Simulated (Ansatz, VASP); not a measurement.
**One calculation of BN, two programs**

File INCAR:

```
  ALGO = Normal
  EDIFF = 1E-6
  ENCUT = 520
  GGA = CA
  ISIF = 2
  ISMEAR = 0
  LASPH = T
  LCHARG = F
  LREAL = F
  LWAVE = F
  NBANDS = 16
  NELM = 60
  PREC = Accurate
  SIGMA = 0.05
```

Contents of KPOINTS:

```
k-points
0
Gamma
  12 12 6
```

File POSCAR:

```
BN
1.0
    2.5539396017      0.0000000000      0.0000000000
   -1.2769698009      2.2117765748      0.0000000000
    0.0000000000      0.0000000000      4.2268550000
B N
2 2
Direct
    0.6666666667      0.3333333333      1.0115531259
    0.3333333333      0.6666666667      0.4997240000
    0.6666666667      0.3333333333      0.6252760000
    0.3333333333      0.6666666667      0.1252760000
```

Input for Ansatz:

```yaml
crystal:
  lattice:
    - [2.5539396017, 0.0, 0.0]
    - [-1.2769698009, 2.2117765748, 0.0]
    - [0.0, 0.0, 4.226855]
  atoms:
    - { symbol: B, position: [0.6666666667, 0.3333333333, 1.0115531259] }
    - { symbol: B, position: [0.3333333333, 0.6666666667, 0.499724] }
    - { symbol: "N", position: [0.6666666667, 0.3333333333, 0.625276] }
    - { symbol: "N", position: [0.3333333333, 0.6666666667, 0.125276] }
basis:
  ecutwfc: 420
kpoints:
  mp_grid: { grid: [12, 12, 6] }
hamiltonian:
  xc: lda
scf:
  occupations: { method: gaussian, width: 0.05 }
output:
  forces: true
  stress: true
  eigenvalues: true
```

Alike in both runs: task single point; functional LDA; k mesh 12 × 12 × 6; occupations gaussian, width 0.05 eV; no spin polarisation.

|  | VASP | Ansatz |
| --- | --- | --- |
| version | VASP 6.6.1 | Ansatz 0.2.0 |
| potentials or method | VASP PAW LDA potentials, release 64 (B, N), cutoff 520 eV | scalar-relativistic, plane waves, PAW |
| valence electrons in the cell | 16 | 16 |

VASP gave:

| Quantity | Value |
| --- | --- |
| gap on the k mesh at the Fermi level (eV) | 5.26 |
| least direct gap on the mesh (eV) | 8.16 |
| pressure (GPa) | -12.3 |
| rms of the force components (eV/Å) | 0.524 |

**Question.** What did Ansatz give for the same quantities?

**Answer.** gap on the k mesh at the Fermi level (eV): 5.28; least direct gap on the mesh (eV): 8.17; pressure (GPa): -13.1; rms of the force components (eV/Å): 0.521.

LDA's correlation is that of Perdew and Zunger in VASP and of Perdew and Wang (1992) in Ansatz. Atom by atom the forces differ by 0.004 eV/Å (rms over components).
